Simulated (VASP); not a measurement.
Write the native input for VASP 6.6.1 that does the following.

* Task: single point
* Functional: PBE
* Potentials or basis: VASP PAW PBE potentials, release 64 (Co, W_sv)
* Cutoff: 520 eV
* k mesh: 10 × 10 × 8
* Occupations: gaussian, width 0.1 eV
* Spin: no spin polarisation
* Dipole correction: no
* Further INCAR settings: ALGO = Fast; EDIFF = 1e-06; NBANDS = 46

The structure of CoW2 lies in POSCAR:

```
CoW2
1.0
    4.2743631401     -2.2920541485      0.0000000000
    4.2743631401      2.2920541485      0.0000000000
    0.0000000000      0.0000000000      4.4095442704
Co W
2 4
Direct
    0.8334913464      0.1665086536      0.2500000000
    0.1665086536      0.8334913464      0.7500000000
    0.1430856149      0.5317584853      0.2500000000
    0.4682415147      0.8569143851      0.2500000000
    0.5317584853      0.1430856149      0.7500000000
    0.8569143851      0.4682415147      0.7500000000
```

One way to write it, as run:

INCAR

```
SYSTEM = CoW2
  PREC = Accurate
  ENCUT = 520
  EDIFF = 1E-6
  ISMEAR = 0
  SIGMA = 0.1
  LREAL = .False.
  LASPH = .True.
  NELM = 60
  ALGO = Fast
  ISIF = 2
  LWAVE = .False.
  LCHARG = .False.
  GGA = PE
  NBANDS = 46
```

KPOINTS

```
Automatic mesh
0
Gamma
  10 10 8
  0 0 0
```

Potentials or basis: VASP PAW PBE potentials, release 64 (Co, W_sv).

The run is started by

```console
$ cat potpaw_PBE.64/Co/POTCAR potpaw_PBE.64/W_sv/POTCAR > POTCAR
$ mpirun -np 1 vasp_std > vasp.out
```

Results of the run:

The pressure is 0.3 GPa. The largest force is 0.010 eV/Å and the band gap on the k mesh is zero (band 37 reaches 11.05 eV, above the bottom of band 38 at 10.35 eV).

Caveat: spin-orbit coupling is left out, which moves the levels of the heavy elements.

Wall time 17 min on 1 thread of Oxide Virtual Turin-like Processor, on a shared host, peak memory 0.53 GiB.
